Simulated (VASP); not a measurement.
# PN (Imm2) in VASP: single point with PBE

Aim: the single point of PN with PBE.

Everything below comes from runs of VASP 6.6.1. Logs are shortened: lines on timing, memory, paths and dates and some standing lists are left out, and cuts for length are marked.

### 1 The cell of the first run

Symmetry: Imm2, No. 44, orthorhombic system. The conventional cell has a = 2.704 Å, b = 13.272 Å, c = 4.167 Å, α = 90.00°, β = 90.00°, γ = 90.00°. P (site symmetry m) has 3 N at 1.73 to 1.82 Å within 2.3 Å. N (site symmetry m) has 3 P at 1.73 to 1.82 Å within 2.3 Å.

The cell was generated, and may not be a known phase.

### 2 Single point, PBE

Contents of INCAR:

```
SYSTEM = PN
  PREC = Accurate
  ENCUT = 600
  EDIFF = 1E-6
  ISMEAR = 0
  SIGMA = 0.02
  LREAL = .FALSE.
  LASPH = .TRUE.
  NELM = 120
  ALGO = Normal
  ISIF = 2
  LWAVE = .FALSE.
  LCHARG = .FALSE.
  GGA = PE
  NBANDS = 18
  GGA_COMPAT = .FALSE.
```

Contents of KPOINTS:

```
regular mesh
0
G
  12 12 12
  0 0 0
```

Contents of POSCAR:

```
PN
1.0
   -1.3520713740      6.6362208118      2.0835425024
    1.3520713740     -6.6362208118      2.0835425024
    1.3520713740      6.6362208118     -2.0835425024
P N
2 2
Direct
    0.2458983983      0.5676208043      0.6782775941
    0.8893432102      0.5676208043      0.3217224059
    0.0883467787      0.3010958132      0.7872509655
    0.5138448477      0.3010958132      0.2127490345
```

Potentials or basis: VASP PAW PBE potentials, release 64 (P, N).

On the command line:

```console
$ cat potpaw_PBE.64/P/POTCAR potpaw_PBE.64/N/POTCAR > POTCAR
$ mpirun -np 1 vasp_std > vasp.out
```

OUTCAR:

```text
SYSTEM = PN
   PREC = Accurate
   ENCUT = 600
   EDIFF = 1E-6
   ISMEAR = 0
   LREAL = .FALSE.
   LASPH = .TRUE.
   NELM = 120
   ISIF = 2
   GGA = PE

 ion  position               nearest neighbor table
   1  0.246  0.568  0.678-   4 1.73   4 1.73   3 1.82
   2  0.889  0.568  0.322-   3 1.73   3 1.73   4 1.82
   3  0.088  0.301  0.787-   2 1.73   2 1.73   1 1.82
   4  0.514  0.301  0.213-   1 1.73   1 1.73   2 1.82

  LATTYP: Found a body centered orthorhombic cell.
 ALAT       =     2.7041427480
 B/A-ratio  =     1.5410003809
 C/A-ratio  =     4.9081882358

  Lattice vectors:

 A1 = (   1.3520713740,  -6.6362208118,  -2.0835425024)
 A2 = (  -1.3520713740,  -6.6362208118,   2.0835425024)
 A3 = (  -1.3520713740,   6.6362208118,  -2.0835425024)

Analysis of symmetry for initial positions (statically):
=====================================================================
 Subroutine PRICEL returns:
 Original cell was already a primitive cell.

 Routine SETGRP: Setting up the symmetry group for a
 body centered orthorhombic supercell.

 Subroutine GETGRP returns: Found  4 space group operations
 (whereof  4 operations were pure point group operations)
 out of a pool of  8 trial point group operations.

The static configuration has the point symmetry C_2v.

Analysis of symmetry for dynamics (positions and initial velocities):
=====================================================================
 Subroutine PRICEL returns:
 Original cell was already a primitive cell.

 Routine SETGRP: Setting up the symmetry group for a
 body centered orthorhombic supercell.

 Subroutine GETGRP returns: Found  4 space group operations
 (whereof  4 operations were pure point group operations)
 out of a pool of  8 trial point group operations.

The dynamic configuration has the point symmetry C_2v.

 Subroutine INISYM returns: Found  4 space group operations
 (whereof  4 operations are pure point group operations),
 and found     1 'primitive' translations

----------------------------------------------------------------------------------------

                                     Primitive cell

  volume of cell :      74.7795

  direct lattice vectors                    reciprocal lattice vectors
    -1.352071374  6.636220812  2.083542502     0.000000000  0.075344087  0.239975906
     1.352071374 -6.636220812  2.083542502     0.369802963  0.000000000  0.239975906
     1.352071374  6.636220812 -2.083542502     0.369802963  0.075344087  0.000000000

  length of vectors
[... 90 lines left out ...]
   IBRION =     -1    ionic relax: 0-MD 1-quasi-New 2-CG
   NFREE  =      0    steps in history (QN), initial steepest desc. (CG)
   ISIF   =      2    stress and relaxation
   ISYM   =      2    0-nonsym 1-usesym 2-fastsym
   POTIM  = 0.5000    time-step for ionic-motion
   TEBEG  =    0.0;   TEEND  =   0.0 temperature during run
   PSTRESS=    0.0 pullay stress
   NELECT =      20.0000    total number of electrons
   NUPDOWN=      -1.0000    fix difference up-down
   EMIN   =  10.00;   EMAX   =-10.00  energy-range for DOS
   EFERMI =   0.00;   METHOD = LEGACY
   ISMEAR =     0;   SIGMA  =   0.02  broadening in eV -4-tet -1-fermi 0-gaus
   EFERMI_NEDOS =   21; number of points for ismear=-14 and -15
   IALGO  =     38    algorithm
   IMIX   =      4    mixing-type and parameters
     AMIX     =   0.40;   BMIX     =  1.00
     AMIX_MAG =   1.60;   BMIX_MAG =  1.00
  volume/ion in A,a.u.               =      18.69       126.16
  Fermi-wavevector in a.u.,A,eV,Ry     =   1.054769  1.993224 15.136985  1.112537
  Thomas-Fermi vector in A             =   2.189941
   LORBIT       =      0    0 simple, 1 ext, 2 COOP (PROOUT), +10 PAW based schemes
   GGA     = PE    functional components
   LHFCALC =     F    Hartree Fock is set to
   AEXX    =    0.0000 exact exchange contribution
   IVDW    =     0    specifies the selected vdW correction
   LEPSILON=     F    determine dielectric tensor
   LRPA    =     F    only Hartree local field effects (RPA)
 non-spin polarized calculation
 Gauss-broadening in eV      SIGMA  =   0.02
  energy-cutoff  :      600.00
  volume of cell :       74.78
 maximum number of plane-waves:      2522
 NGX is ok and might be reduce to    60
   NGX = 29   NGY = 29   NGZ = 29

 number of electron      19.9999999 magnetization

 Free energy of the ion-electron system (eV)
  ---------------------------------------------------
  ext. energy  EPLUGINS =         0.00000000
  ---------------------------------------------------
  free energy    TOTEN  =       -27.64639286 eV

  energy without entropy =      -27.64639286  energy(sigma->0) =      -27.64639286

 E-fermi :   2.5831     XC(G=0):  -7.9156

 val. band max:        2.4609690310   @ k =  -0.0833   0.0833  -0.0000
 cond. band min:       3.9525782353   @ k =  -0.2500   0.2500   0.1667
 fundamental gap:      1.4916092044
 Fermi energy:         2.5831297306

 k-point     1 :       0.0000    0.0000    0.0000
  band No.  band energies     occupation
      1     -17.6759      2.00000
      2     -14.5707      2.00000
      3      -9.4255      2.00000
      4      -5.0404      2.00000
      5      -3.7140      2.00000
      6      -3.0088      2.00000
[... 481 lines left out ...]
      5      -4.1140      2.00000
      6      -4.1076      2.00000
[... 10 lines left out ...]
     17      10.2397      0.00000
     18      11.2504      0.00000

 [... further k-points ...]

------------------------ aborting loop because EDIFF is reached ----------------------------------------

  FORCE on cell =-STRESS in cart. coord.  units (eV):
  Direction    XX          YY          ZZ          XY          YZ          ZX
  --------------------------------------------------------------------------------------
  -------------------------------------------------------------------------------------
  Total       -0.3430812     -0.2522583     -0.3684068      0.0000000      0.0000000      0.0000000
  in kB       -7.3506332     -5.4047196     -7.8932419      0.0000000      0.0000000      0.0000000
  external PRESSURE =      -6.8828649 kB  Pullay stress =       0.0000000 kB

 VOLUME and BASIS-vectors are now :
 -----------------------------------------------------------------------------
  energy-cutoff  :      600.00
  volume of cell :       74.78
      direct lattice vectors                 reciprocal lattice vectors
    -1.352071374  6.636220812  2.083542502     0.000000000  0.075344087  0.239975906
     1.352071374 -6.636220812  2.083542502     0.369802963  0.000000000  0.239975906
     1.352071374  6.636220812 -2.083542502     0.369802963  0.075344087  0.000000000

 POSITION                                       TOTAL-FORCE (eV/Angst)
 -----------------------------------------------------------------------------------
      1.35207      2.36618      0.28178        -0.000000      0.106986      0.065942
     -0.00000      4.27004      2.36532        -0.000000     -0.106986      0.065942
      1.35207      3.81252     -0.82885         0.000000     -0.002983     -0.065942
     -0.00000      2.82370      1.25469         0.000000      0.002983     -0.065942
 -----------------------------------------------------------------------------------
    total drift:                               -0.000000      0.000000     -0.000374

  FREE ENERGIE OF THE ION-ELECTRON SYSTEM (eV)
  ---------------------------------------------------
  free  energy   TOTEN  =       -27.6463928627 eV

  energy  without entropy=      -27.6463928627  energy(sigma->0) =      -27.64639286
```

stdout:

```text
POSCAR found type information on POSCAR P N
 POSCAR found :  2 types and       4 ions
 scaLAPACK will be used
 LDA part: xc-table for (Slater+PW92), standard interpolation
 POSCAR, INCAR and KPOINTS ok, starting setup
 FFT: planning ... GRIDC
 FFT: planning ... GRID_SOFT
 FFT: planning ... GRID
 WAVECAR not read
 entering main loop
```

Wall time 46 min (1 thread of Oxide Virtual Turin-like, shared host); peak memory 0.69 GiB.

What came out:

- Free energy: -27.6464 eV
- Pressure: -0.7 GPa
- Largest force: 0.126 eV/Å
- Band gap on the k mesh: 1.49 eV (least direct gap 2.16 eV)

Forces on the atoms (eV/Å):
```
P    0.000  0.107  0.066
P    0.000 -0.107  0.066
N    0.000 -0.003 -0.066
N    0.000  0.003 -0.066
```

Stress tensor (GPa, compression positive):
```
-0.74  0.00  0.00
 0.00 -0.54  0.00
 0.00  0.00 -0.79
```
